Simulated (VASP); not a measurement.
A run of VASP 6.6.1 is set up as follows.

Contents of INCAR:

```
PREC = Accurate ; ENCUT = 520
EDIFF = 1E-6 ; ISMEAR = 0
SIGMA = 0.05 ; LREAL = False
LASPH = True ; NELM = 100
ALGO = Normal ; ISIF = 2
LWAVE = False ; LCHARG = False
GGA = PE ; NBANDS = 14
```

KPOINTS

```
Automatic mesh
0
Gamma
  8 8 8
```

File POSCAR:

```
NaF
1.0
    0.0000000000      2.1927305400      2.3233000000
    2.4538694600      0.0000000000      2.3233000000
    2.4538694600      2.1927305400      0.0000000000
Na F
1 1
Direct
    0.0000000000      0.0000000000      0.0000000000
    0.5000000000      0.5000000000      0.5000000000
```

Potentials or basis: VASP PAW PBE potentials, release 64 (Na_pv, F).

The run is started by

```bash
$ cat potpaw_PBE.64/Na_pv/POTCAR potpaw_PBE.64/F/POTCAR > POTCAR
$ mpirun -np 1 vasp_std > vasp.out
```

Q: Estimate the band gap on the k mesh.

A: 6.25 eV, direct.

Q: Estimate the pressure.

A: 3.0 GPa.

Stress tensor (GPa, compression positive):
```
-1.65  0.00  0.00
 0.00  8.71  0.00
 0.00  0.00  1.86
```

Caveat: the cell differs from its parent crystal (strain +0.0562 x Voigt [1, -1, 0, 0, 0, 0]).
